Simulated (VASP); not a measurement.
# Rh (Fm-3m) in VASP: further runs

Rh is run at these levels: PBE, r2SCAN; tasks: single point.

Everything below comes from runs of VASP 6.6.1. Logs are shortened: lines on timing, memory, paths and dates and some standing lists are left out, and cuts for length are marked.

## 1. The cell of the first run

The structure is cubic, space group Fm-3m (No. 225). The conventional cell has a = 3.796 Å, b = 3.796 Å, c = 3.796 Å, α = 90.00°, β = 90.00°, γ = 90.00°. Rh (site symmetry m-3m) has 12 Rh at 2.68 Å within 3.5 Å.

## 2. Single point, PBE

File INCAR:

```
ALGO = Normal ; EDIFF = 1E-6
ENCUT = 520 ; GGA = PE
ISIF = 2 ; ISMEAR = 0
LASPH = True ; LCHARG = True
LELF = True ; LREAL = False
LVHAR = True ; LWAVE = False
NBANDS = 14 ; NELM = 60
PREC = Accurate ; SIGMA = 0.017
```

File KPOINTS:

```
k-points
0
Gamma
  12 12 12
```

File POSCAR:

```
Rh
1.0
    0.0000000000      1.8978500000      1.8978500000
    1.8978500000      0.0000000000      1.8978500000
    1.8978500000      1.8978500000      0.0000000000
Rh
1
Direct
    0.0000000000      0.0000000000      0.0000000000
```

Potentials or basis: VASP PAW PBE potentials, release 64 (Rh_pv).

Started as:

```console
$ cat potpaw_PBE.64/Rh_pv/POTCAR > POTCAR
$ mpirun -np 1 vasp_std > vasp.out
```

OUTCAR:

```text
EDIFF = 1E-6
   ENCUT = 520
   GGA = PE
   ISIF = 2
   ISMEAR = 0
   LASPH = True
   LREAL = False
   NELM = 60
   PREC = Accurate

 ion  position               nearest neighbor table
   1  0.000  0.000  0.000-

  LATTYP: Found a face centered cubic cell.
 ALAT       =     3.7957000000

  Lattice vectors:

 A1 = (   0.0000000000,   1.8978500000,   1.8978500000)
 A2 = (   1.8978500000,   0.0000000000,   1.8978500000)
 A3 = (   1.8978500000,   1.8978500000,   0.0000000000)

Analysis of symmetry for initial positions (statically):
[... 33 lines left out ...]
                                     Primitive cell

  volume of cell :      13.6715

  direct lattice vectors                    reciprocal lattice vectors
     0.000000000  1.897850000  1.897850000    -0.263456016  0.263456016  0.263456016
     1.897850000  0.000000000  1.897850000     0.263456016 -0.263456016  0.263456016
     1.897850000  1.897850000  0.000000000     0.263456016  0.263456016 -0.263456016

  length of vectors
     2.683965209  2.683965209  2.683965209     0.456319205  0.456319205  0.456319205

  position of ions in fractional coordinates (direct lattice)
     0.000000000  0.000000000  0.000000000

  ion indices of the primitive-cell ions
   primitive index   ion index
                 1           1

----------------------------------------------------------------------------------------

 KPOINTS: k-points

Automatic generation of k-mesh.
 Grid dimensions read from file:
 generate k-points for:   12   12   12

 Generating k-lattice:

  Cartesian coordinates                     Fractional coordinates (reciprocal lattice)
    -0.021954668  0.021954668  0.021954668     0.083333333  0.000000000  0.000000000
     0.021954668 -0.021954668  0.021954668     0.000000000  0.083333333  0.000000000
     0.021954668  0.021954668 -0.021954668     0.000000000  0.000000000  0.083333333

  Length of vectors
     0.038026600  0.038026600  0.038026600

  Shift w.r.t. Gamma in fractional coordinates (k-lattice)
     0.000000000  0.000000000  0.000000000

 Subroutine IBZKPT returns following result:
 ===========================================

 Found     72 irreducible k-points:

 Following reciprocal coordinates:
            Coordinates               Weight
  0.000000  0.000000  0.000000      1.000000
  0.083333  0.000000  0.000000      8.000000
  0.166667  0.000000  0.000000      8.000000
  0.250000  0.000000  0.000000      8.000000
  0.333333  0.000000  0.000000      8.000000
  0.416667  0.000000  0.000000      8.000000
[... 16 lines left out ...]
  0.500000  0.166667  0.000000     24.000000
 -0.416667  0.166667  0.000000     24.000000
 [... further k-points ...]
   k-points           NKPTS =     72   k-points in BZ     NKDIM =     72   number of bands    NBANDS=     14
   number of dos      NEDOS =    301   number of ions     NIONS =      1
   total plane-waves  NPLWV =   8000
   dimension x,y,z NGX =    20 NGY =   20 NGZ =   20
   dimension x,y,z NGXF=    40 NGYF=   40 NGZF=   40
   ions per type =               1
   NGX,Y,Z   is equivalent  to a cutoff of  12.39, 12.39, 12.39 a.u.
   NGXF,Y,Z  is equivalent  to a cutoff of  24.78, 24.78, 24.78 a.u.
 SYSTEM =  unknown system
   PREC   = accura    normal or accurate (medium, high low for compatibility)
   ISTART =      0    job   : 0-new  1-cont  2-samecut
   ICHARG =      2    charge: 1-file 2-atom 10-const
   ISPIN  =      1    spin polarized calculation?
   LNONCOLLINEAR =      F non collinear calculations
   LSORBIT =      F    spin-orbit coupling
   LASPH  =      T    aspherical Exc in radial PAW
   ENCUT  =  520.0 eV  38.22 Ry    6.18 a.u.   4.99  4.99  4.99*2*pi/ulx,y,z
   NELM   =     60;   NELMIN=  2; NELMDL= -5     # of ELM steps
   EDIFF  = 0.1E-05   stopping-criterion for ELM
   LREAL  =      F    real-space projection
   EDIFFG = 0.1E-04   stopping-criterion for IOM
   NSW    =      0    number of steps for IOM
   IBRION =     -1    ionic relax: 0-MD 1-quasi-New 2-CG
   NFREE  =      0    steps in history (QN), initial steepest desc. (CG)
   ISIF   =      2    stress and relaxation
   ISYM   =      2    0-nonsym 1-usesym 2-fastsym
   POTIM  = 0.5000    time-step for ionic-motion
   TEBEG  =    0.0;   TEEND  =   0.0 temperature during run
   PSTRESS=    0.0 pullay stress
   NELECT =      15.0000    total number of electrons
   NUPDOWN=      -1.0000    fix difference up-down
   EMIN   =  10.00;   EMAX   =-10.00  energy-range for DOS
   EFERMI =   0.00;   METHOD = LEGACY
   ISMEAR =     0;   SIGMA  =   0.02  broadening in eV -4-tet -1-fermi 0-gaus
   EFERMI_NEDOS =   21; number of points for ismear=-14 and -15
   IALGO  =     38    algorithm
   IMIX   =      4    mixing-type and parameters
     AMIX     =   0.40;   BMIX     =  1.00
     AMIX_MAG =   1.60;   BMIX_MAG =  1.00
  volume/ion in A,a.u.               =      13.67        92.26
  Fermi-wavevector in a.u.,A,eV,Ry     =   1.688496  3.190795 38.790465  2.851019
  Thomas-Fermi vector in A             =   2.770792
   LORBIT       =      0    0 simple, 1 ext, 2 COOP (PROOUT), +10 PAW based schemes
   GGA     = PE    functional components
   LHFCALC =     F    Hartree Fock is set to
   AEXX    =    0.0000 exact exchange contribution
   IVDW    =     0    specifies the selected vdW correction
   LEPSILON=     F    determine dielectric tensor
   LRPA    =     F    only Hartree local field effects (RPA)
 non-spin polarized calculation
 Gauss-broadening in eV      SIGMA  =   0.02
  energy-cutoff  :      520.00
  volume of cell :       13.67
 maximum number of plane-waves:       380
   NGX =  9   NGY =  9   NGZ =  9

 number of electron      15.0000007 magnetization

 Free energy of the ion-electron system (eV)
  ---------------------------------------------------
  ext. energy  EPLUGINS =         0.00000000
  ---------------------------------------------------
  free energy    TOTEN  =        -7.25247326 eV

  energy without entropy =       -7.25215070  energy(sigma->0) =       -7.25231198

 E-fermi :  12.0604     XC(G=0): -14.0713

 val. band max:       12.0440718680   @ k =   0.3333   0.1667   0.0000
 cond. band min:      12.0708575693   @ k =   0.5000   0.4167   0.0000
 fundamental gap:      0.0267857013
 Fermi energy:        12.0604365350

 k-point     1 :       0.0000    0.0000    0.0000
  band No.  band energies     occupation
      1     -34.4043      2.00000
      2     -34.4043      2.00000
      3     -34.4043      2.00000
      4       4.0068      2.00000
      5       8.8899      2.00000
      6       8.8899      2.00000
      7       8.8899      2.00000
      8      10.9919      2.00000
      9      10.9919      2.00000
     10      28.0011      0.00000
     11      32.4776      0.00000
     12      33.4935      0.00000
     13      33.4935      0.00000
     14      33.4935      0.00000

 k-point     2 :       0.0833    0.0000    0.0000
  band No.  band energies     occupation
      1     -34.4560      2.00000
      2     -34.4113      2.00000
      3     -34.4113      2.00000
      4       4.2852      2.00000
      5       8.7705      2.00000
      6       8.9964      2.00000
      7       8.9964      2.00000
      8      10.9346      2.00000
      9      10.9346      2.00000
     10      28.3994      0.00000
     11      32.0997      0.00000
     12      32.4807      0.00000
     13      33.9026      0.00000
     14      33.9026      0.00000

 k-point     3 :       0.1667    0.0000    0.0000
  band No.  band energies     occupation
      1     -34.5958      2.00000
      2     -34.4303      2.00000
      3     -34.4303      2.00000
      4       5.0243      2.00000
      5       8.5593      2.00000
      6       9.2119      2.00000
      7       9.2119      2.00000
      8      10.8863      2.00000
      9      10.8863      2.00000
     10      29.2286      0.00000
     11      29.7516      0.00000
     12      32.4779      0.00000
     13      35.0376      0.00000
     14      35.0376      0.00000

 k-point     4 :       0.2500    0.0000    0.0000
  band No.  band energies     occupation
      1     -34.7838      2.00000
      2     -34.4561      2.00000
      3     -34.4561      2.00000
      4       5.7976      2.00000
      5       8.7712      2.00000
      6       9.2529      2.00000
      7       9.2529      2.00000
      8      11.1559      2.00000
      9      11.1559      2.00000
     10      27.1533      0.00000
     11      29.5980      0.00000
     12      32.4779      0.00000
     13      36.5004      0.00000
     14      36.5004      0.00000

 k-point     5 :       0.3333    0.0000    0.0000
  band No.  band energies     occupation
      1     -34.9683      2.00000
      2     -34.4818      2.00000
      3     -34.4818      2.00000
      4       6.0058      2.00000
      5       9.0733      2.00000
      6       9.0733      2.00000
      7      10.0089      2.00000
      8      11.7535      2.00000
      9      11.7535      2.00000
     10      24.4839      0.00000
     11      28.7251      0.00000
[... 276 lines left out ...]
 k-point    22 :       0.4167    0.1667    0.0000
  band No.  band energies     occupation
      1     -34.9956      2.00000
      2     -34.5786      2.00000
      3     -34.5498      2.00000
      4       6.5539      2.00000
      5       8.2724      2.00000
      6       9.0455      2.00000
      7       9.7713      2.00000
      8      12.5077      0.00000
      9      13.6334      0.00000
     10      23.8122      0.00000
     11      29.1484      0.00000
     12      31.3547      0.00000
     13      32.4718      0.00000
     14      33.1423      0.00000

 k-point    23 :       0.5000    0.1667    0.0000
  band No.  band energies     occupation
      1     -35.0746      2.00000
      2     -34.6184      2.00000
      3     -34.5504      2.00000
      4       6.5039      2.00000
      5       8.2082      2.00000
      6       9.5797      2.00000
      7       9.6811      2.00000
      8      12.6240      0.00000
      9      15.5697      0.00000
     10      21.2073      0.00000
     11      28.4032      0.00000
     12      31.5188      0.00000
     13      31.8624      0.00000
     14      32.4838      0.00000

 k-point    24 :      -0.4167    0.1667    0.0000
  band No.  band energies     occupation
      1     -35.0811      2.00000
      2     -34.6431      2.00000
      3     -34.5351      2.00000
      4       6.5716      2.00000
      5       8.2220      2.00000
      6       9.4883      2.00000
      7       9.9234      2.00000
      8      12.2524      0.00000
      9      16.1451      0.00000
     10      20.7942      0.00000
     11      28.0745      0.00000
     12      30.9579      0.00000
     13      32.4801      0.00000
     14      32.6426      0.00000

 [... further k-points ...]
[... 5 lines left out ...]
  --------------------------------------------------------------------------------------
  -------------------------------------------------------------------------------------
  Total        0.6325495      0.6325495      0.6325495      0.0000000      0.0000000      0.0000000
  in kB       74.1292191     74.1292191     74.1292191      0.0000000      0.0000000      0.0000000
  external PRESSURE =      74.1292191 kB  Pullay stress =       0.0000000 kB

 VOLUME and BASIS-vectors are now :
 -----------------------------------------------------------------------------
  energy-cutoff  :      520.00
  volume of cell :       13.67
      direct lattice vectors                 reciprocal lattice vectors
     0.000000000  1.897850000  1.897850000    -0.263456016  0.263456016  0.263456016
     1.897850000  0.000000000  1.897850000     0.263456016 -0.263456016  0.263456016
     1.897850000  1.897850000  0.000000000     0.263456016  0.263456016 -0.263456016

 POSITION                                       TOTAL-FORCE (eV/Angst)
 -----------------------------------------------------------------------------------
      0.00000      0.00000      0.00000         0.000000      0.000000      0.000000
 -----------------------------------------------------------------------------------
    total drift:                               -0.000000      0.000000      0.000000

  FREE ENERGIE OF THE ION-ELECTRON SYSTEM (eV)
  ---------------------------------------------------
  free  energy   TOTEN  =        -7.2524732575 eV

  energy  without entropy=       -7.2521506973  energy(sigma->0) =       -7.25231198
```

Wall time 20 s (1 thread of Intel Xeon 8259CL, shared host); peak memory 0.13 GiB.

What came out:

- Free energy: -7.2525 eV
- Pressure: 7.4 GPa

## 3. Single point, r2SCAN

This run uses another cell than the first one, of 13.48 Å³/atom, 0.986 times its volume.

File POSCAR:

```
Rh
1.0
    0.0000000000      1.8889595752      1.8889595752
    1.8889595752      0.0000000000      1.8889595752
    1.8889595752      1.8889595752      0.0000000000
Rh
1
Direct
    0.0000000000      0.0000000000      0.0000000000
```

File INCAR.step1:

```
  ALGO = Normal
  EDIFF = 1E-5
  ENCUT = 580
  GGA = PE
  GGA_COMPAT = False
  ISMEAR = -1
  LASPH = True
  LCHARG = False
  LREAL = False
  LWAVE = True
  NBANDS = 14
  NELM = 120
  PREC = Accurate
  SIGMA = 0.05
```

File INCAR.step2:

```
  ALGO = Normal
  EDIFF = 1E-6
  ENCUT = 580
  GGA_COMPAT = False
  ISIF = 2
  ISMEAR = -1
  ISTART = 1
  LASPH = True
  LCHARG = True
  LELF = True
  LMIXTAU = True
  LREAL = False
  LVHAR = True
  LWAVE = False
  METAGGA = R2SCAN
  NBANDS = 14
  NELM = 120
  PREC = Accurate
  SIGMA = 0.05
```

KPOINTS is that of step 2.

Potentials or basis: VASP PAW PBE potentials, release 64 (Rh_sv_GW).

Started as:

```console
$ cat potpaw_PBE.64/Rh_sv_GW/POTCAR > POTCAR
$ cp INCAR.step1 INCAR
$ mpirun -np 1 vasp_std > vasp.out
$ cp INCAR.step2 INCAR
$ mpirun -np 1 vasp_std > vasp.out
```

OUTCAR:

```text
EDIFF = 1E-6
   ENCUT = 580
   ISIF = 2
   ISMEAR = -1
   ISTART = 1
   LASPH = True
   LREAL = False
   METAGGA = R2SCAN
   NELM = 120
   PREC = Accurate

 ion  position               nearest neighbor table
   1  0.000  0.000  0.000-

  LATTYP: Found a face centered cubic cell.
 ALAT       =     3.7779191504

  Lattice vectors:

 A1 = (   0.0000000000,   1.8889595752,   1.8889595752)
 A2 = (   1.8889595752,   0.0000000000,   1.8889595752)
[... 586 lines left out ...]
     13      30.8070      0.00000
     14      32.5946      0.00000

 [... further k-points ...]

------------------------ aborting loop because EDIFF is reached ----------------------------------------

  FORCE on cell =-STRESS in cart. coord.  units (eV):
  Direction    XX          YY          ZZ          XY          YZ          ZX
  --------------------------------------------------------------------------------------
  -------------------------------------------------------------------------------------
  Total        0.2792465      0.2792465      0.2792465     -0.0000000     -0.0000000      0.0000000
  in kB       33.1894743     33.1894743     33.1894743     -0.0000000     -0.0000000      0.0000000
  external PRESSURE =      33.1894743 kB  Pullay stress =       0.0000000 kB

 VOLUME and BASIS-vectors are now :
 -----------------------------------------------------------------------------
  energy-cutoff  :      580.00
  volume of cell :       13.48
      direct lattice vectors                 reciprocal lattice vectors
     0.000000000  1.888959575  1.888959575    -0.264695977  0.264695977  0.264695977
     1.888959575  0.000000000  1.888959575     0.264695977 -0.264695977  0.264695977
     1.888959575  1.888959575  0.000000000     0.264695977  0.264695977 -0.264695977

 POSITION                                       TOTAL-FORCE (eV/Angst)
 -----------------------------------------------------------------------------------
      0.00000      0.00000      0.00000         0.000000      0.000000      0.000000
 -----------------------------------------------------------------------------------
    total drift:                                0.000000     -0.000000     -0.000000

  FREE ENERGIE OF THE ION-ELECTRON SYSTEM (eV)
  ---------------------------------------------------
  free  energy   TOTEN  =       -23.2831527548 eV

  energy  without entropy=      -23.2750846912  energy(sigma->0) =      -23.27911872
```

Run time: 1.8 min. Hardware: 1 thread of AMD EPYC 7R13 (Zen 3), shared host; peak memory 0.13 GiB.

What came out:

| Property | Result |
| --- | --- |
| Free energy | -23.2832 eV |
| Pressure | 3.3 GPa |

Levels at points of the mesh, in eV from the Fermi level:
```tsv
k point	band 6	band 7	band 8	band 9	band 10	band 11
(0.00, 0.00, 0.00)	-3.29	-3.29	-3.29	-1.12	-1.12	16.44
(0.50, 0.00, 0.00)	-3.40	-3.40	0.58	0.58	0.87	9.30
(0.50, 0.50, 0.00)	-6.37	0.51	1.06	1.06	3.50	13.12
```

Caveat: the PAW data sets were made with another functional, which shifts forces and pressure a little.
